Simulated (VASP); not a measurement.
The system is CoSi.

```xyz
8
Lattice="4.4380 0.0000 0.0000 0.0000 4.4380 0.0000 0.0000 0.0000 4.4380" Properties=species:S:1:pos:R:3 pbc="T T T"
Co    0.6213    0.6213    0.6213
Co    1.5977    3.8167    2.8403
Co    2.8403    1.5977    3.8167
Co    3.8167    2.8403    1.5977
Si    3.7412    3.7412    3.7412
Si    2.9158    0.6968    1.5222
Si    1.5222    2.9158    0.6968
Si    0.6968    1.5222    2.9158
```

```yaml
Program: VASP 6.6.1
Task: relaxation of cell and atoms
Functional: PBE
Potentials_or_basis: VASP PAW PBE potentials, release 64 (Co, Si)
Cutoff: 600 eV
k_mesh: 10 × 10 × 10
Occupations: gaussian, width 0.02 eV
Spin: no spin polarisation
```

At the start: pressure -0.4 GPa; volume 10.93 Å³/atom.

Task: Where does the relaxation end?

Result: Over 7 steps the energy falls by 2.8 meV/atom and the volume is 10.86 Å³/atom (-0.6 %); space group P2_13 (No. 198, to 0.1 Å) before and after.

The path:
```csv
step,energy change (eV),largest force (eV/Å),pressure (GPa),volume (Å³)
1,0.0000,0.2722,-0.42,87.41
2,-0.0124,0.1883,0.18,87.05
3,-0.0191,0.0837,1.25,86.49
4,-0.0184,0.0756,-1.48,87.47
5,-0.0219,0.0591,-0.05,86.94
6,-0.0224,0.0172,0.02,86.91
7,-0.0224,0.0011,0.01,86.90
```

Final structure:
```
Co Si
1.0
     4.42932    0.00000    0.00000
     0.00000    4.42932    0.00000
     0.00000    0.00000    4.42932
Co Si
4 4
Cartesian
  0.6428 0.6428 0.6428
  1.5718 3.7865 2.8575
  2.8575 1.5718 3.7865
  3.7865 2.8575 1.5718
  3.7349 3.7349 3.7349
  2.9091 0.6945 1.5202
  1.5202 2.9091 0.6945
  0.6945 1.5202 2.9091
```
